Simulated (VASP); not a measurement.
Write the native input for VASP 6.6.1 that does the following.

```
Task                   : single point
Functional             : PBEsol
Potentials or basis    : VASP PAW PBE potentials, release 64 (Li_sv)
Cutoff                 : 520 eV
k mesh                 : 10 × 10 × 10
Occupations            : gaussian, width 0.1 eV
Spin                   : no spin polarisation
Dipole correction      : no
Further INCAR settings : ALGO = Normal; EDIFF = 1e-06; NBANDS = 14
```

The structure of Li lies in POSCAR:

```
Li
1.0
    4.4421460780      0.0000000000      0.0000000000
    0.0000000000      4.4421460780      0.0000000000
    0.0000000000      0.0000000000      4.4421460780
Li
4
Direct
    0.8667912618      0.1332087382      0.6332087382
    0.3667912618      0.3667912618      0.3667912618
    0.1332087382      0.6332087382      0.8667912618
    0.6332087382      0.8667912618      0.1332087382
```

This cell differs from its parent crystal: strained.

The input as run:

INCAR

```
SYSTEM = Li
  PREC = Accurate
  ENCUT = 520
  EDIFF = 1E-6
  ISMEAR = 0
  SIGMA = 0.1
  LREAL = .FALSE.
  LASPH = .TRUE.
  NELM = 60
  ALGO = Normal
  ISIF = 2
  LWAVE = .FALSE.
  LCHARG = .FALSE.
  GGA = PS
  NBANDS = 14
```

KPOINTS

```
Automatic mesh
0
G
  10 10 10
  0 0 0
```

Potentials or basis: VASP PAW PBE potentials, release 64 (Li_sv).

Command:

```sh
$ cat potpaw_PBE.64/Li_sv/POTCAR > POTCAR
$ mpirun -np 1 vasp_std > vasp.out
```

Results of the run:

- Largest force: 0.090 eV/Å
- Band gap on the k mesh: zero (band 6 reaches 2.66 eV, above the bottom of band 7 at 0.35 eV)

Caveat: the cell differs from its parent crystal (strained); the PAW data sets were made with another functional, which shifts forces and pressure a little.

It used 150 s of CPU time on 1 thread of AMD EPYC 7R13 Processor (Zen 3), with other jobs on the host.
